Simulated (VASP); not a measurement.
Crystal: GaAs.

```
Ga As
1.0
     0.00000    2.82685    2.82685
     2.82685    0.00000    2.82685
     2.82685    2.82685    0.00000
Ga As
1 1
Direct
  0.00000 0.00000 0.00000
  0.25000 0.25000 0.25000
```

Base run:

| Item | Value |
| --- | --- |
| Program | VASP 6.6.1 |
| Functional | RPBE |
| Potentials or basis | VASP PAW PBE potentials, release 64 (Ga_d, As) |
| Cutoff | 520 eV |
| k mesh | 6 × 6 × 6 |
| Occupations | fermi-dirac, width 0.05 eV |
| Spin | no spin polarisation |

Its results: band gap on the k mesh 0.64 eV, direct; pressure 5.4 GPa.

Question: The run is repeated on the same cell with these changes: functional from RPBE to r2SCAN. What comes out?

Answer: Band gap on the k mesh 1.00 eV, direct; pressure 0.6 GPa.

r2SCAN gives the wider gap, since meta-GGAs in the generalised Kohn-Sham scheme recover part of the derivative discontinuity.

Caveats: the PAW data sets were made with another functional, which shifts forces and pressure a little.

A k mesh can miss the band edges.
